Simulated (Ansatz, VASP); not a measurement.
**One calculation of Au, two programs**

File POSCAR:

```
Au
1.0
   -1.6987007250      1.6987007250      1.5744055500
    1.6987007250     -1.6987007250      1.5744055500
    1.6987007250      1.6987007250     -1.5744055500
Au
1
Direct
    0.0000000000      0.0000000000      0.0000000000
```

File INCAR.step1:

```
SYSTEM = Au
PREC     = Accurate       ! precision mode
ENCUT    = 520            ! plane-wave cutoff, eV
ISMEAR   = 0              ! smearing method
SIGMA    = 0.15           ! smearing width, eV
LREAL    = .FALSE.        ! projectors in reciprocal space
LASPH    = .TRUE.         ! aspherical terms in the spheres
NELM     = 100            ! most SCF steps
NBANDS   = 12             ! bands
GGA      = PE             ! functional
ALGO     = Normal         ! electronic algorithm
EDIFF    = 1E-4           ! SCF threshold, eV
LWAVE    = .TRUE.         ! write WAVECAR
LCHARG   = .FALSE.        ! write CHGCAR
```

The input INCAR.step2:

```
SYSTEM = Au
PREC     = Accurate       ! precision mode
ENCUT    = 520            ! plane-wave cutoff, eV
EDIFF    = 1E-6           ! SCF threshold, eV
ISMEAR   = 0              ! smearing method
SIGMA    = 0.15           ! smearing width, eV
LREAL    = .FALSE.        ! projectors in reciprocal space
LASPH    = .TRUE.         ! aspherical terms in the spheres
NELM     = 100            ! most SCF steps
ALGO     = Normal         ! electronic algorithm
ISIF     = 2              ! what is computed and relaxed
LWAVE    = .FALSE.        ! write WAVECAR
LCHARG   = .FALSE.        ! write CHGCAR
METAGGA  = R2SCAN         ! meta-GGA
LMIXTAU  = .TRUE.       
NBANDS   = 12             ! bands
ISTART   = 1
```

Contents of KPOINTS:

```
regular mesh
0
G
  20 20 20
  0 0 0
```

Input for Ansatz:

```yaml
crystal:
  lattice:
    - [-1.698700725, 1.698700725, 1.57440555]
    - [1.698700725, -1.698700725, 1.57440555]
    - [1.698700725, 1.698700725, -1.57440555]
  atoms:
    - { symbol: Au, position: [0.0, 0.0, 0.0] }
basis:
  ecutwfc: 500
kpoints:
  mp_grid: { grid: [20, 20, 20] }
hamiltonian:
  xc: r2scan
scf:
  occupations: { method: gaussian, width: 0.15 }
output:
  forces: true
  stress: true
  eigenvalues: true
```

Change from the starting cell: strain +0.025 along x and y, -0.050 along z, atoms carried along.

Alike in both runs: task single point; functional r2SCAN; k mesh 20 × 20 × 20; occupations gaussian, width 0.15 eV; no spin polarisation.

```csv
,VASP,Ansatz
version,VASP 6.6.1,Ansatz 0.2.0
potentials or method,"VASP PAW PBE potentials, release 64 (Au), cutoff 520 eV","scalar-relativistic, plane waves, PAW"
valence electrons in the cell,11,19
```

```tsv
	VASP	Ansatz	Ansatz less VASP
gap on the k mesh at the Fermi level (eV)	none	none	-
pressure (GPa)	-4.2	-4.4	-0.22
traceless stress, the component that is largest in VASP (GPa)	-0.61	-0.60	+0.013
```

VASP's potentials were made for PBE, not for r2SCAN. A gap of «none» marks a metal or a gap that the smearing closes. VASP's potentials hold 11 valence electrons a cell and Ansatz's 19, so a difference there can come from the potentials and not from the codes.

Neither program's run includes spin-orbit coupling.
